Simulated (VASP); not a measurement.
Runs of VASP 6.6.1 on ZnO. The structure is that of space group P6_3mc (No. 186), or close to it. The cells are those of the table. 

```tsv
level	cell	gap on the mesh (eV)	pressure (GPa)	largest force (eV/Å)
r2SCAN	a = 3.194, b = 3.194, c = 10.367 Å, angles 90.0, 90.0, 120.0°, 8 atoms	1.22	6.1	0.01
PBE	a = 3.304, b = 3.304, c = 10.736 Å, angles 90.0, 90.0, 120.0°, 8 atoms	0.63	-2.8	-
PBE	a = 3.239, b = 3.239, c = 10.523 Å, angles 90.0, 90.0, 120.0°, 8 atoms	0.72	5.2	0.01
PBE	a = 3.272, b = 3.272, c = 10.630 Å, angles 90.0, 90.0, 120.0°, 8 atoms	(b)	0.9	-
PBE	a = 3.205, b = 3.205, c = 10.413 Å, angles 90.0, 90.0, 120.0°, 8 atoms	0.76	(a)	0.01
r2SCAN	a = 3.161, b = 3.161, c = 10.259 Å, angles 90.0, 90.0, 120.0°, 8 atoms	1.27	11.9	0.02
PBE	a = 3.336, b = 3.336, c = 10.839 Å, angles 90.0, 90.0, 120.0°, 8 atoms	0.59	-5.9	0.01
r2SCAN	a = 3.226, b = 3.226, c = 10.473 Å, angles 90.0, 90.0, 120.0°, 8 atoms	1.18	1.3	0.01
```

Alike in all rows: task single point; potentials or basis VASP PAW PBE potentials, release 64 (Zn, O); no spin polarisation; k mesh 9 × 9 × 2; cutoff (eV) 520; smearing gaussian 0.01 eV.

Q: Estimate the missing entries.

A: (a) 10.3; (b) 0.67.

Caveats: the PAW data sets were made with another functional, which shifts forces and pressure a little (some runs).

